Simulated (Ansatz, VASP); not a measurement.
RbBr: VASP beside Ansatz

```
Rb Br
1.0
     0.00000    3.04191    3.42750
     3.81309    0.00000    3.42750
     3.81309    3.04191    0.00000
Rb Br
1 1
Direct
  0.00000 0.00000 0.00000
  0.50000 0.50000 0.50000
```

Change from the starting cell: strain +0.1125 x Voigt [1, -1, 0, 0, 0, 0], atoms carried along.

Alike in both runs: task single point; functional PBE; k mesh 6 × 6 × 6; occupations gaussian, width 0.05 eV; no spin polarisation.

|  | VASP | Ansatz |
| --- | --- | --- |
| version | VASP 6.6.1 | Ansatz 0.2.0 |
| potentials or method | VASP PAW PBE potentials, release 64 (Rb_sv, Br), cutoff 520 eV | scalar-relativistic, plane waves, PAW |
| valence electrons in the cell | 16 | 16 |

|  | VASP | Ansatz | Ansatz less VASP |
| --- | --- | --- | --- |
| gap on the k mesh at the Fermi level (eV) | 4.00 | 4.01 | +0.006 |
| least direct gap on the mesh (eV) | 4.00 | 4.01 | +0.006 |
| pressure (GPa) | 3.2 | 3.2 | -0.05 |
| traceless stress, the component that is largest in VASP (GPa) | 6.06 | 5.99 | -0.068 |

With one functional, cell and mesh, what is left measures potentials, basis and numerics.
